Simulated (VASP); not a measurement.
# MgO (P6_3mc) in VASP: single point with LDA

Aim: the single point of MgO with LDA.

Program: VASP 6.6.1. These are calculated values, not measurements. Logs are shortened: lines on timing, memory, paths and dates and some standing lists are left out, and cuts for length are marked.

### 1 The cell of the first run

It takes space group P6_3mc (No. 186, hexagonal). The conventional cell has a = 3.303 Å, b = 3.303 Å, c = 5.020 Å, α = 90.00°, β = 90.00°, γ = 120.00°. Within 2.6 Å of Mg (site symmetry 3m) lie 4 O at 1.98 to 1.99 Å. O (site symmetry 3m) has 4 Mg at 1.98 to 1.99 Å within 2.6 Å.

### 2 Single point, LDA

Input file INCAR:

```
SYSTEM = MgO
ALGO = Normal
EDIFF = 1E-6
ENCUT = 840
GGA = CA
GGA_COMPAT = .FALSE.
ISIF = 2
ISMEAR = 0
LASPH = .TRUE.
LCHARG = .TRUE.
LELF = .TRUE.
LREAL = .FALSE.
LVHAR = .TRUE.
LWAVE = .FALSE.
NBANDS = 24
NELM = 120
PREC = Accurate
SIGMA = 0.02
```

Input file KPOINTS:

```
k-points
0
G
  9 9 6
  0 0 0
```

Input file POSCAR:

```
MgO
1.0
    3.3028386699      0.0000000000      0.0000000000
   -1.6514193350      2.8603421927      0.0000000000
    0.0000000000      0.0000000000      5.0202782649
Mg O
2 2
Direct
    0.3333333333      0.6666666667      0.0037134796
    0.6666666667      0.3333333333      0.5037134796
    0.3333333333      0.6666666667      0.4008865204
    0.6666666667      0.3333333333      0.9008865204
```

Potentials or basis: VASP PAW LDA potentials, release 64 (Mg_sv, O).

Command:

```bash
cat potpaw_LDA.64/Mg_sv/POTCAR potpaw_LDA.64/O/POTCAR > POTCAR
mpirun -np 1 vasp_std > vasp.out
```

OUTCAR:

```text
SYSTEM = MgO
   EDIFF = 1E-6
   ENCUT = 840
   GGA = CA
   ISIF = 2
   ISMEAR = 0
   LASPH = .TRUE.
   LREAL = .FALSE.
   NELM = 120
   PREC = Accurate

 ion  position               nearest neighbor table
   1  0.333  0.667  0.004-   4 1.98   4 1.98   4 1.98   3 1.99
   2  0.667  0.333  0.504-   3 1.98   3 1.98   3 1.98   4 1.99
   3  0.333  0.667  0.401-   2 1.98   2 1.98   2 1.98   1 1.99
   4  0.667  0.333  0.901-   1 1.98   1 1.98   1 1.98   2 1.99

  LATTYP: Found a hexagonal cell.
 ALAT       =     3.3028386699
 C/A-ratio  =     1.5199889449

  Lattice vectors:

 A1 = (   3.3028386699,   0.0000000000,   0.0000000000)
 A2 = (  -1.6514193350,   2.8603421927,   0.0000000000)
 A3 = (   0.0000000000,   0.0000000000,   5.0202782649)

Analysis of symmetry for initial positions (statically):
=====================================================================
 Subroutine PRICEL returns:
 Original cell was already a primitive cell.

 Routine SETGRP: Setting up the symmetry group for a
 hexagonal supercell.

 Subroutine GETGRP returns: Found 12 space group operations
 (whereof  6 operations were pure point group operations)
 out of a pool of 24 trial point group operations.

The static configuration has the point symmetry C_3v.
 The point group associated with its full space group is C_6v.

Analysis of symmetry for dynamics (positions and initial velocities):
=====================================================================
 Subroutine PRICEL returns:
 Original cell was already a primitive cell.

 Routine SETGRP: Setting up the symmetry group for a
 hexagonal supercell.

 Subroutine GETGRP returns: Found 12 space group operations
 (whereof  6 operations were pure point group operations)
 out of a pool of 24 trial point group operations.

The dynamic configuration has the point symmetry C_3v.
 The point group associated with its full space group is C_6v.

 Subroutine INISYM returns: Found 12 space group operations
 (whereof  6 operations are pure point group operations),
 and found     1 'primitive' translations

----------------------------------------------------------------------------------------

                                     Primitive cell
[... 90 lines left out ...]
   LNONCOLLINEAR =      F non collinear calculations
   LSORBIT =      F    spin-orbit coupling
   LASPH  =      T    aspherical Exc in radial PAW
   ENCUT  =  840.0 eV  61.74 Ry    7.86 a.u.   7.81  7.81 11.86*2*pi/ulx,y,z
   NELM   =    120;   NELMIN=  2; NELMDL= -5     # of ELM steps
   EDIFF  = 0.1E-05   stopping-criterion for ELM
   LREAL  =      F    real-space projection
   EDIFFG = 0.1E-04   stopping-criterion for IOM
   NSW    =      0    number of steps for IOM
   IBRION =     -1    ionic relax: 0-MD 1-quasi-New 2-CG
   NFREE  =      0    steps in history (QN), initial steepest desc. (CG)
   ISIF   =      2    stress and relaxation
   ISYM   =      2    0-nonsym 1-usesym 2-fastsym
   POTIM  = 0.5000    time-step for ionic-motion
   TEBEG  =    0.0;   TEEND  =   0.0 temperature during run
   PSTRESS=    0.0 pullay stress
   NELECT =      32.0000    total number of electrons
   NUPDOWN=      -1.0000    fix difference up-down
   EMIN   =  10.00;   EMAX   =-10.00  energy-range for DOS
   EFERMI =   0.00;   METHOD = LEGACY
   ISMEAR =     0;   SIGMA  =   0.02  broadening in eV -4-tet -1-fermi 0-gaus
   EFERMI_NEDOS =   21; number of points for ismear=-14 and -15
   IALGO  =     38    algorithm
   IMIX   =      4    mixing-type and parameters
     AMIX     =   0.40;   BMIX     =  1.00
     AMIX_MAG =   1.60;   BMIX_MAG =  1.00
  volume/ion in A,a.u.               =      11.86        80.01
  Fermi-wavevector in a.u.,A,eV,Ry     =   1.435866  2.713392 28.051266  2.061710
  Thomas-Fermi vector in A             =   2.555117
   LORBIT       =      0    0 simple, 1 ext, 2 COOP (PROOUT), +10 PAW based schemes
   GGA     = CA    functional components
   LHFCALC =     F    Hartree Fock is set to
   AEXX    =    0.0000 exact exchange contribution
   IVDW    =     0    specifies the selected vdW correction
   LEPSILON=     F    determine dielectric tensor
   LRPA    =     F    only Hartree local field effects (RPA)
 non-spin polarized calculation
 Gauss-broadening in eV      SIGMA  =   0.02
  energy-cutoff  :      840.00
  volume of cell :       47.43
 maximum number of plane-waves:      2644
 NGX is ok and might be reduce to    32
   NGX = 15   NGY = 15   NGZ = 23

 number of electron      31.9999999 magnetization

 Free energy of the ion-electron system (eV)
  ---------------------------------------------------
  ext. energy  EPLUGINS =         0.00000000
  ---------------------------------------------------
  free energy    TOTEN  =       -25.88660947 eV

  energy without entropy =      -25.88660947  energy(sigma->0) =      -25.88660947

 E-fermi :   0.6580     XC(G=0): -10.5169

 val. band max:        0.5189419556   @ k =   0.0000   0.0000   0.0000
 cond. band min:       3.8998933200   @ k =   0.0000   0.0000   0.0000
 fundamental gap:      3.3809513644
 Fermi energy:         0.6579849794

 k-point     1 :       0.0000    0.0000    0.0000
  band No.  band energies     occupation
      1     -70.3511      2.00000
      2     -70.3463      2.00000
      3     -37.8907      2.00000
      4     -37.8414      2.00000
      5     -37.8381      2.00000
      6     -37.8381      2.00000
[... 637 lines left out ...]
     23      13.7569      0.00000
     24      17.5356      0.00000

 [... further k-points ...]

------------------------ aborting loop because EDIFF is reached ----------------------------------------

  FORCE on cell =-STRESS in cart. coord.  units (eV):
  Direction    XX          YY          ZZ          XY          YZ          ZX
  --------------------------------------------------------------------------------------
  -------------------------------------------------------------------------------------
  Total       -1.2605238     -1.2605238     -1.1760509      0.0000000      0.0000000      0.0000000
  in kB      -42.5822386    -42.5822386    -39.7286271      0.0000000      0.0000000      0.0000000
  external PRESSURE =     -41.6310347 kB  Pullay stress =       0.0000000 kB

 VOLUME and BASIS-vectors are now :
 -----------------------------------------------------------------------------
  energy-cutoff  :      840.00
  volume of cell :       47.43
      direct lattice vectors                 reciprocal lattice vectors
     3.302838670  0.000000000  0.000000000     0.302769859  0.174804260  0.000000000
    -1.651419335  2.860342193  0.000000000     0.000000000  0.349608520  0.000000000
     0.000000000  0.000000000  5.020278265     0.000000000  0.000000000  0.199192146

 POSITION                                       TOTAL-FORCE (eV/Angst)
 -----------------------------------------------------------------------------------
     -0.00000      1.90689      0.01864        -0.000000      0.000000      0.023797
      1.65142      0.95345      2.52878         0.000000      0.000000      0.023797
     -0.00000      1.90689      2.01256        -0.000000      0.000000     -0.023797
      1.65142      0.95345      4.52270         0.000000      0.000000     -0.023797
 -----------------------------------------------------------------------------------
    total drift:                               -0.000001     -0.000000      0.001171

  FREE ENERGIE OF THE ION-ELECTRON SYSTEM (eV)
  ---------------------------------------------------
  free  energy   TOTEN  =       -25.8866094726 eV

  energy  without entropy=      -25.8866094726  energy(sigma->0) =      -25.88660947
```

It took 70 s on 1 thread of Intel Xeon Platinum 8259CL at 2.50GHz (Skylake/Cascade Lake), shared host; peak memory 0.23 GiB.

Results:

- Free energy: -25.8866 eV
- Pressure: -4.2 GPa
- Largest force: 0.024 eV/Å
- Band gap on the k mesh: 3.38 eV

Forces on the atoms (eV/Å):
```
Mg   0.000  0.000  0.024
Mg   0.000  0.000  0.024
O    0.000  0.000 -0.024
O    0.000  0.000 -0.024
```

Caveat: the cell stands under tension. A k mesh can miss the band edges.
